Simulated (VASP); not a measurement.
Here is a VASP 6.6.1 calculation.

Contents of POSCAR:

```
Rh
1.0
    2.6917450000      0.0000000000      0.0000000000
   -1.3458720000      2.3311190000      0.0000000000
    0.0000000000      0.0000000000      8.7980700000
Rh
4
Direct
    0.0000000000      0.0000000000      0.0000000000
    0.3333333333      0.6666666667      0.2500000000
    0.0000000000      0.0000000000      0.5000000000
    0.6666666667      0.3333333333      0.7500000000
```

Contents of INCAR.step1:

```
SYSTEM = Rh
PREC     = Accurate       ! precision mode
ENCUT    = 600            ! plane-wave cutoff, eV
ISMEAR   = 1              ! smearing method
SIGMA    = 0.3            ! smearing width, eV
LREAL    = .False.        ! projectors in reciprocal space
LASPH    = .True.         ! aspherical terms in the spheres
NELM     = 60             ! most SCF steps
GGA      = PE             ! functional
ALGO     = Normal         ! electronic algorithm
EDIFF    = 1E-4           ! SCF threshold, eV
LWAVE    = .True.         ! write WAVECAR
LCHARG   = .False.        ! write CHGCAR
```

File INCAR.step2:

```
SYSTEM = Rh
PREC     = Accurate       ! precision mode
ENCUT    = 600            ! plane-wave cutoff, eV
EDIFF    = 1E-6           ! SCF threshold, eV
ISMEAR   = 1              ! smearing method
SIGMA    = 0.3            ! smearing width, eV
LREAL    = .False.        ! projectors in reciprocal space
LASPH    = .True.         ! aspherical terms in the spheres
NELM     = 60             ! most SCF steps
ALGO     = Normal         ! electronic algorithm
ISIF     = 3              ! what is computed and relaxed
LWAVE    = .False.        ! write WAVECAR
LCHARG   = .False.        ! write CHGCAR
METAGGA  = R2SCAN         ! meta-GGA
LMIXTAU  = .True.       
IBRION   = 2              ! ionic algorithm
NSW      = 80             ! ionic steps
EDIFFG   = -0.01          ! ionic threshold
ISTART   = 1
```

The input KPOINTS:

```
regular mesh
0
Gamma
  7 7 2
  0 0 0
```

Potentials or basis: VASP PAW PBE potentials, release 64 (Rh_pv).

Run with:

```sh
$ cat potpaw_PBE.64/Rh_pv/POTCAR > POTCAR
$ cp INCAR.step1 INCAR
$ mpirun -np 1 vasp_std > vasp.out
$ cp INCAR.step2 INCAR
$ mpirun -np 1 vasp_std > vasp.out
```

(1) Estimate the band gap on the k mesh.

(2) Estimate the relaxed cell.

## Answers

(1) zero (bands 30 and 31 overlap by 1.79 eV).

(2) a = 2.678 Å, b = 2.678 Å, c = 8.870 Å, α = 90.00°, β = 90.00°, γ = 120.00°.

Caveat: the k points lie up to 0.39 Å⁻¹ apart in the final cell, too coarse for converged energies and pressures of a metal; the highest band is partly filled, so the run has too few bands.
